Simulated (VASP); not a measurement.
# Hf (Cmcm) in VASP: further runs, part 2 of 2

VASP 6.6.1.

**3. Single point, PBEsol**

This run uses another cell than the first one, of the same volume but with other edges.

Input file INCAR:

```
PREC = Accurate
ENCUT = 520
EDIFF = 1E-6
ISMEAR = 0
SIGMA = 0.15
LREAL = False
LASPH = True
NELM = 100
ALGO = Fast
ISIF = 2
LWAVE = False
LCHARG = False
GGA = PS
NBANDS = 17
```

Input file KPOINTS:

```
Automatic mesh
0
Gamma
  18 18 10
```

Input file POSCAR:

```
Hf
1.0
    3.6343092743      0.0000000000      0.0000000000
   -1.8171546372      2.7368731798      0.0000000000
    0.0000000000      0.0000000000      4.2467908178
Hf
2
Direct
    0.3333333333      0.6666666667      0.2500000000
    0.6666666667      0.3333333333      0.7500000000
```

Potentials or basis: VASP PAW PBE potentials, release 64 (Hf_pv).

Run with:

```sh
$ cat potpaw_PBE.64/Hf_pv/POTCAR > POTCAR
$ mpirun -np 1 vasp_std > vasp.out
```

OUTCAR:

```text
PREC = Accurate
   ENCUT = 520
   EDIFF = 1E-6
   ISMEAR = 0
   LREAL = False
   LASPH = True
   NELM = 100
   ISIF = 2
   GGA = PS

 ion  position               nearest neighbor table
   1  0.333  0.667  0.250-   2 2.80   2 2.80   2 2.94   2 2.94   2 2.94   2 2.94
   2  0.667  0.333  0.750-   1 2.80   1 2.80   1 2.94   1 2.94   1 2.94   1 2.94

  Warning from LATTYP: Monoclinic adjustment (A1->A3, A2->A1, A3->A2)!
  LATTYP: Found a base centered orthorhombic cell.
 ALAT       =     3.6343092743
 B/A-ratio  =     1.5061311370
 C/A-ratio  =     1.1685276341

  Lattice vectors:

 A1 = (   1.8171546372,  -2.7368731798,   0.0000000000)
 A2 = (   1.8171546371,   2.7368731798,   0.0000000000)
 A3 = (   0.0000000000,   0.0000000000,   4.2467908178)

Analysis of symmetry for initial positions (statically):
=====================================================================
 Subroutine PRICEL returns:
 Original cell was already a primitive cell.

 Routine SETGRP: Setting up the symmetry group for a
 base centered orthorhombic supercell.

 Subroutine GETGRP returns: Found  8 space group operations
[... 161 lines left out ...]
  ---------------------------------------------------
  ext. energy  EPLUGINS =         0.00000000
  ---------------------------------------------------
  free energy    TOTEN  =       -20.48441515 eV

  energy without entropy =      -20.46843404  energy(sigma->0) =      -20.47642459

 E-fermi :   4.8828     XC(G=0): -11.6242

 val. band max:        4.8808544173   @ k =   0.0556   0.2778   0.3000
 cond. band min:       4.8861927928   @ k =   0.0556  -0.0000   0.3000
 fundamental gap:      0.0053383754
 Fermi energy:         4.8827733537

 k-point     1 :       0.0000    0.0000    0.0000
  band No.  band energies     occupation
      1     -26.1241      2.00000
      2     -25.3180      2.00000
      3     -25.3004      2.00000
      4     -24.9248      2.00000
      5     -24.8559      2.00000
      6     -24.6734      2.00000
[... 457 lines left out ...]
      4     -25.0934      2.00000
      5     -24.8618      2.00000
      6     -24.8260      2.00000
[... 9 lines left out ...]
     16      10.0547      0.00000
     17      11.9751      0.00000

 [... further k-points ...]
[... 5 lines left out ...]
  --------------------------------------------------------------------------------------
  -------------------------------------------------------------------------------------
  Total       -0.7515568     -0.4360270      4.8596742      0.0000000      0.0000000      0.0000000
  in kB      -28.5059121    -16.5381369    184.3233313      0.0000000      0.0000000      0.0000000
  external PRESSURE =      46.4264274 kB  Pullay stress =       0.0000000 kB

 VOLUME and BASIS-vectors are now :
 -----------------------------------------------------------------------------
  energy-cutoff  :      520.00
  volume of cell :       42.24
      direct lattice vectors                 reciprocal lattice vectors
     3.634309274  0.000000000  0.000000000     0.275155449  0.182690233  0.000000000
    -1.817154637  2.736873180  0.000000000     0.000000000  0.365380467  0.000000000
     0.000000000  0.000000000  4.246790818     0.000000000  0.000000000  0.235471923

 POSITION                                       TOTAL-FORCE (eV/Angst)
 -----------------------------------------------------------------------------------
     -0.00000      1.82458      1.06170         0.000000     -0.917262      0.000000
      1.81715      0.91229      3.18509        -0.000000      0.917262      0.000000
 -----------------------------------------------------------------------------------
    total drift:                               -0.000000      0.000000     -0.000000

  FREE ENERGIE OF THE ION-ELECTRON SYSTEM (eV)
  ---------------------------------------------------
  free  energy   TOTEN  =       -20.4844151487 eV

  energy  without entropy=      -20.4684340400  energy(sigma->0) =      -20.47642459
```

OSZICAR:

```text
N       E                     dE             d eps       ncg     rms          rms(c)
DAV:   1     0.516160523014E+02    0.51616E+02   -0.11434E+04 18652   0.113E+03
DAV:   2    -0.193200082127E+02   -0.70936E+02   -0.69085E+02 24553   0.253E+02
DAV:   3    -0.211438454570E+02   -0.18238E+01   -0.18117E+01 22821   0.275E+01
DAV:   4    -0.211583365461E+02   -0.14491E-01   -0.14484E-01 23874   0.292E+00
DAV:   5    -0.211584774308E+02   -0.14088E-03   -0.14086E-03 23486   0.253E-01    0.645E+01
RMM:   6    -0.206568776788E+02    0.50160E+00   -0.39940E-01 18656   0.370E+00    0.383E+01
RMM:   7    -0.204928705669E+02    0.16401E+00   -0.82991E-01 20896   0.539E+00    0.190E+00
RMM:   8    -0.204835453233E+02    0.93252E-02   -0.76535E-02 19793   0.189E+00    0.303E-01
RMM:   9    -0.204843430802E+02   -0.79776E-03   -0.10220E-02 26793   0.634E-01    0.348E-01
RMM:  10    -0.204844694004E+02   -0.12632E-03   -0.12776E-03 26674   0.236E-01    0.398E-01
RMM:  11    -0.204845982346E+02   -0.12883E-03   -0.36856E-04 23199   0.138E-01    0.608E-01
RMM:  12    -0.204844741238E+02    0.12411E-03   -0.94180E-05 20943   0.677E-02    0.248E-01
RMM:  13    -0.204845085133E+02   -0.34389E-04   -0.89836E-04 29944   0.183E-01    0.634E-01
RMM:  14    -0.204844858440E+02    0.22669E-04   -0.19239E-05 21965   0.315E-02    0.543E-01
RMM:  15    -0.204844282262E+02    0.57618E-04   -0.55908E-05 20918   0.487E-02    0.188E-01
RMM:  16    -0.204844146207E+02    0.13606E-04   -0.55985E-05 20824   0.512E-02    0.144E-02
RMM:  17    -0.204844151487E+02   -0.52801E-06   -0.58518E-06 22957   0.199E-02
   1 F= -.20484415E+02 E0= -.20476425E+02  d E =-.159811E-01
```

Wall time 6.3 min (1 thread of Intel Xeon Platinum 8375C at 2.90GHz (Ice Lake), shared host); peak memory 0.41 GiB.

What came out:

```yaml
Free_energy: -20.4844 eV
Pressure: 4.6 GPa
Largest_force: 0.917 eV/Å
Band_gap_on_the_k_mesh: zero (bands 10 and 11 overlap by 2.07 eV)
```

Forces in eV/Å, atoms in the order of the input:
```
Hf   0.000 -0.917  0.000
Hf   0.000  0.917  0.000
```

Stress tensor (GPa, compression positive):
```
-2.85  0.00  0.00
 0.00 -1.65  0.00
 0.00  0.00 18.43
```

Caveat: the cell differs from its parent crystal (strain +e along x and -e along y +0.0750, strain +e along z and -e/2 along x and y -0.1500); the stress differs along the axes, from -3 to 18 GPa; the PAW data sets were made with another functional, which shifts forces and pressure a little; spin-orbit coupling is left out, which moves the levels of the heavy elements.

**4. Single point, PBEsol**

Input file INCAR:

```
SYSTEM = Hf
PREC = Accurate ; ENCUT = 520
EDIFF = 1E-6 ; ISMEAR = 0
SIGMA = 0.15 ; LREAL = .FALSE.
LASPH = .TRUE. ; NELM = 80
ALGO = Fast ; ISIF = 2
LWAVE = .FALSE. ; LCHARG = .FALSE.
GGA = PS ; NBANDS = 17
```

Input file KPOINTS:

```
Automatic mesh
0
G
  18 18 10
  0 0 0
```

Input file POSCAR:

```
Hf
1.0
    3.5157991893      0.0000000000      0.0000000000
   -1.7578995946      2.6342404356      0.0000000000
    0.0000000000      0.0000000000      4.6215076546
Hf
2
Direct
    0.3333333333      0.6666666667      0.2500000000
    0.6666666667      0.3333333333      0.7500000000
```

Run with:

```sh
$ cat potpaw_PBE.64/Hf_pv/POTCAR > POTCAR
$ mpirun -np 1 vasp_std > vasp.out
```

Run time: 8.6 min. Hardware: 1 thread of Intel Xeon Platinum 8375C at 2.90GHz (Ice Lake), shared host; peak memory 0.43 GiB.

The run converged. Its results:

```yaml
Free_energy: -20.8087 eV
Pressure: 1.4 GPa
Largest_force: 0.628 eV/Å
Band_gap_on_the_k_mesh: zero (bands 10 and 11 overlap by 1.86 eV)
```

Forces in eV/Å, atoms in the order of the input:
```
Hf   0.000 -0.628  0.000
Hf   0.000  0.628  0.000
```

Stress tensor (GPa, compression positive):
```
-4.71  0.00  0.00
 0.00  1.77  0.00
 0.00  0.00  7.15
```

Levels at points of the mesh, in eV from the Fermi level:
```tsv
k point	band 7	band 8	band 9	band 10	band 11	band 12	band 13	band 14
(0.00, 0.00, 0.00)	-7.29	-3.46	-0.08	1.28	1.88	2.11	2.31	2.49
(0.50, 0.00, 0.00)	-3.45	-2.69	-1.87	-1.12	0.62	1.92	2.27	4.70
(0.00, 0.50, 0.00)	-3.10	-2.85	-1.94	-0.63	-0.27	2.16	3.46	6.02
(0.00, 0.00, 0.50)	-4.88	-4.88	-0.23	-0.23	0.82	0.82	1.83	1.83
(0.50, 0.00, 0.50)	-3.39	-3.39	-0.54	-0.54	1.34	1.34	2.85	2.85
(0.00, 0.50, 0.50)	-3.09	-3.09	-0.48	-0.48	1.63	1.63	2.12	2.12
```

Caveat: the cell differs from its parent crystal (strain +e along x and -e along y +0.0750, strain +e along z and -e/2 along x and y -0.0750); the stress differs along the axes, from -5 to 7 GPa; the PAW data sets were made with another functional, which shifts forces and pressure a little; spin-orbit coupling is left out, which moves the levels of the heavy elements.

**5. The runs side by side**

| cell | further INCAR settings | gap on the mesh (eV) | pressure (GPa) | largest force (eV/Å) |
| --- | --- | --- | --- | --- |
| a = 2.686, b = 3.049, c = 5.746 Å, angles 90.0, 90.0, 116.1°, 2 atoms | ALGO = Fast; EDIFF = 1e-07; NBANDS = 17 | none | 3.4 | 0.21 |
| a = 3.634, b = 3.285, c = 4.247 Å, angles 90.0, 90.0, 123.6°, 2 atoms | ALGO = Fast; EDIFF = 1e-06; NBANDS = 17 | none | 4.6 | 0.92 |
| a = 3.516, b = 3.167, c = 4.622 Å, angles 90.0, 90.0, 123.7°, 2 atoms | ALGO = Fast; EDIFF = 1e-06; NBANDS = 17 | none | 1.4 | 0.63 |

Alike in all rows: task single point; level PBEsol; potentials or basis VASP PAW PBE potentials, release 64 (Hf_pv); no spin polarisation; k mesh 18 × 18 × 10; cutoff (eV) 520; smearing gaussian 0.15 eV.

Caveats: the PAW data sets were made with another functional, which shifts forces and pressure a little; spin-orbit coupling is left out, which moves the levels of the heavy elements; the stress differs along the axes, from -10 to 20 GPa (at least some runs); the stress differs along the axes, from -3 to 18 GPa (at least some runs); the stress differs along the axes, from -5 to 7 GPa (at least some runs).

Absolute energies hang on the potentials; compare differences alone.
